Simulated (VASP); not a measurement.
# Al3B2P5 (I-4m2) in VASP: further runs, part 2 of 2

VASP 6.6.1.

## 3. Single point, PBE

This run uses another cell than the first one, of 16.96 Å³/atom.

Input file INCAR:

```
SYSTEM = Al3B2P5
PREC = Accurate
ENCUT = 520
EDIFF = 1E-6
ISMEAR = 0
SIGMA = 0.1
LREAL = .False.
LASPH = .True.
NELM = 100
ALGO = Normal
ISIF = 2
LWAVE = .False.
LCHARG = .False.
GGA = PE
NBANDS = 31
```

Input file KPOINTS:

```
regular mesh
0
Gamma
  6 6 6
  0 0 0
```

Input file POSCAR:

```
Al3B2P5
1.0
   -1.7861323663      1.7861323663     13.2937809436
    1.7861323663     -1.7861323663     13.2937809436
    1.7861323663      1.7861323663    -13.2937809436
Al B P
3 2 5
Direct
    0.8054704627      0.8054704627      0.0000000000
    0.0000000000      0.0000000000      0.0000000000
    0.1945295373      0.1945295373      0.0000000000
    0.4028491551      0.4028491551      0.0000000000
    0.5971508449      0.5971508449      0.0000000000
    0.3621516393      0.8621516393      0.5000000000
    0.9434603788      0.4434603788      0.5000000000
    0.5565396212      0.0565396212      0.5000000000
    0.1378483607      0.6378483607      0.5000000000
    0.7500000000      0.2500000000      0.5000000000
```

Potentials or basis: VASP PAW PBE potentials, release 64 (Al, B, P).

Started as:

```
$ cat potpaw_PBE.64/Al/POTCAR potpaw_PBE.64/B/POTCAR potpaw_PBE.64/P/POTCAR > POTCAR
$ mpirun -np 1 vasp_std > vasp.out
```

OUTCAR:

```text
SYSTEM = Al3B2P5
   PREC = Accurate
   ENCUT = 520
   EDIFF = 1E-6
   ISMEAR = 0
   LREAL = .False.
   LASPH = .True.
   NELM = 100
   ISIF = 2
   GGA = PE

 ion  position               nearest neighbor table
   1  0.805  0.805  0.000-  10 2.32  10 2.32   6 2.34   6 2.34
   2  0.000  0.000  0.000-   7 2.33   8 2.33   8 2.33   7 2.33
   3  0.195  0.195  0.000-  10 2.32  10 2.32   9 2.34   9 2.34
   4  0.403  0.403  0.000-   7 2.09   7 2.09   6 2.09   6 2.09
   5  0.597  0.597  0.000-   8 2.09   8 2.09   9 2.09   9 2.09
   6  0.362  0.862  0.500-   4 2.09   4 2.09   1 2.34   1 2.34
   7  0.943  0.443  0.500-   4 2.09   4 2.09   2 2.33   2 2.33
   8  0.557  0.057  0.500-   5 2.09   5 2.09   2 2.33   2 2.33
   9  0.138  0.638  0.500-   5 2.09   5 2.09   3 2.34   3 2.34
  10  0.750  0.250  0.500-   3 2.32   1 2.32   1 2.32   3 2.32

  LATTYP: Found a body centered tetragonal cell.
 ALAT       =     3.5722647326
 C/A-ratio  =     7.4427747878

  Lattice vectors:

 A1 = (  -1.7861323663,   1.7861323663,  13.2937809436)
 A2 = (   1.7861323663,  -1.7861323663,  13.2937809436)
[... 204 lines left out ...]
      3      -6.1471      2.00000
      4      -4.8460      2.00000
      5      -4.6571      2.00000
      6      -0.4250      2.00000
[... 805 lines left out ...]
     30      10.3741      0.00000
     31      10.4282      0.00000

 [... further k-points ...]

------------------------ aborting loop because EDIFF is reached ----------------------------------------

  FORCE on cell =-STRESS in cart. coord.  units (eV):
  Direction    XX          YY          ZZ          XY          YZ          ZX
  --------------------------------------------------------------------------------------
  -------------------------------------------------------------------------------------
  Total        0.0226481      0.0226481     -0.0046322      0.0000000     -0.0000000      0.0000000
  in kB        0.2138982      0.2138982     -0.0437480      0.0000000     -0.0000000      0.0000000
  external PRESSURE =       0.1280161 kB  Pullay stress =       0.0000000 kB

 VOLUME and BASIS-vectors are now :
 -----------------------------------------------------------------------------
  energy-cutoff  :      520.00
  volume of cell :      169.64
      direct lattice vectors                 reciprocal lattice vectors
    -1.786132366  1.786132366 13.293780944     0.000000000  0.279934460  0.037611572
     1.786132366 -1.786132366 13.293780944     0.279934460  0.000000000  0.037611572
     1.786132366  1.786132366-13.293780944     0.279934460  0.279934460  0.000000000

 POSITION                                       TOTAL-FORCE (eV/Angst)
 -----------------------------------------------------------------------------------
      0.00000      0.00000     21.41550         0.000000     -0.000000      0.025153
      0.00000      0.00000      0.00000        -0.000000      0.000000      0.000000
      0.00000      0.00000      5.17207         0.000000     -0.000000     -0.025153
      0.00000      0.00000     10.71078        -0.000000      0.000000     -0.015406
      0.00000      0.00000     15.87679        -0.000000      0.000000      0.015406
      1.78613      0.00000      9.62873        -0.000000      0.000000     -0.000070
     -0.00000      1.78613     11.79053        -0.000000      0.000000      0.002343
      0.00000      1.78613      1.50325        -0.000000      0.000000     -0.002343
      1.78613      0.00000      3.66505        -0.000000      0.000000      0.000070
      0.00000      1.78613      6.64689        -0.000000      0.000000      0.000000
 -----------------------------------------------------------------------------------
    total drift:                               -0.000000      0.000000     -0.000000

  FREE ENERGIE OF THE ION-ELECTRON SYSTEM (eV)
  ---------------------------------------------------
  free  energy   TOTEN  =       -54.5250343558 eV

  energy  without entropy=      -54.5250343557  energy(sigma->0) =      -54.52503436
```

OSZICAR:

```text
N       E                     dE             d eps       ncg     rms          rms(c)
DAV:   1     0.114894157386E+03    0.11489E+03   -0.15764E+04  1860   0.107E+03
DAV:   2    -0.457293638172E+02   -0.16062E+03   -0.15256E+03  2374   0.173E+02
DAV:   3    -0.558333297722E+02   -0.10104E+02   -0.10025E+02  2442   0.427E+01
DAV:   4    -0.559849080529E+02   -0.15158E+00   -0.15127E+00  2427   0.601E+00
DAV:   5    -0.559879238793E+02   -0.30158E-02   -0.30150E-02  2369   0.860E-01    0.111E+01
DAV:   6    -0.548043192252E+02    0.11836E+01   -0.13833E+00  2211   0.421E+00    0.693E+00
DAV:   7    -0.545327146897E+02    0.27160E+00   -0.12170E+00  2394   0.397E+00    0.159E+00
DAV:   8    -0.545235942256E+02    0.91205E-02   -0.10373E-01  2156   0.137E+00    0.628E-01
DAV:   9    -0.545245384996E+02   -0.94427E-03   -0.10241E-02  2379   0.420E-01    0.262E-01
DAV:  10    -0.545247295404E+02   -0.19104E-03   -0.74267E-04  2411   0.132E-01    0.141E-01
DAV:  11    -0.545250132571E+02   -0.28372E-03   -0.48232E-04  2263   0.959E-02    0.540E-02
DAV:  12    -0.545250201886E+02   -0.69316E-05   -0.37773E-05  2428   0.308E-02    0.269E-02
DAV:  13    -0.545250342429E+02   -0.14054E-04   -0.41022E-05  2224   0.263E-02    0.157E-02
DAV:  14    -0.545250343558E+02   -0.11287E-06   -0.30081E-06  2380   0.852E-03
   1 F= -.54525034E+02 E0= -.54525034E+02  d E =-.562932E-10
```

stdout:

```text
POSCAR found type information on POSCAR AlB P
 POSCAR found :  3 types and      10 ions
 scaLAPACK will be used
 LDA part: xc-table for (Slater+PW92), standard interpolation
 POSCAR, INCAR and KPOINTS ok, starting setup
 FFT: planning ... GRIDC
 FFT: planning ... GRID_SOFT
 FFT: planning ... GRID
 WAVECAR not read
 entering main loop
```

Run time: 32 min. Hardware: 1 thread of AMD EPYC 9R45 (Zen 5), shared host; peak memory 1.9 GiB.

Results:

```yaml
Free_energy: -54.5250 eV
Pressure: 0.0 GPa
Largest_force: 0.025 eV/Å
Band_gap_on_the_k_mesh: 0.82 eV (least direct gap 0.88 eV)
```

Forces in eV/Å, atoms in the order of the input:
```
Al   0.000  0.000  0.025
Al   0.000  0.000  0.000
Al   0.000  0.000 -0.025
B    0.000  0.000 -0.015
B    0.000  0.000  0.015
P    0.000  0.000  0.000
P    0.000  0.000  0.002
P    0.000  0.000 -0.002
P    0.000  0.000  0.000
P    0.000  0.000  0.000
```

Levels at points of the mesh, in eV from the valence-band top:
```csv
k point,band 17,band 18,band 19,band 20,band 21,band 22,band 23,band 24
"(0.00, 0.00, 0.00)",-0.75,-0.46,0.00,0.00,0.88,0.95,1.25,1.54
"(0.50, 0.00, 0.00)",-1.61,-0.68,-0.64,-0.60,1.55,2.06,2.99,3.16
"(0.50, 0.50, 0.00)",-3.63,-3.48,-3.20,-2.89,0.92,1.54,1.72,1.98
"(0.50, 0.50, 0.50)",-0.46,-0.46,-0.24,-0.24,0.82,1.07,1.31,1.44
```
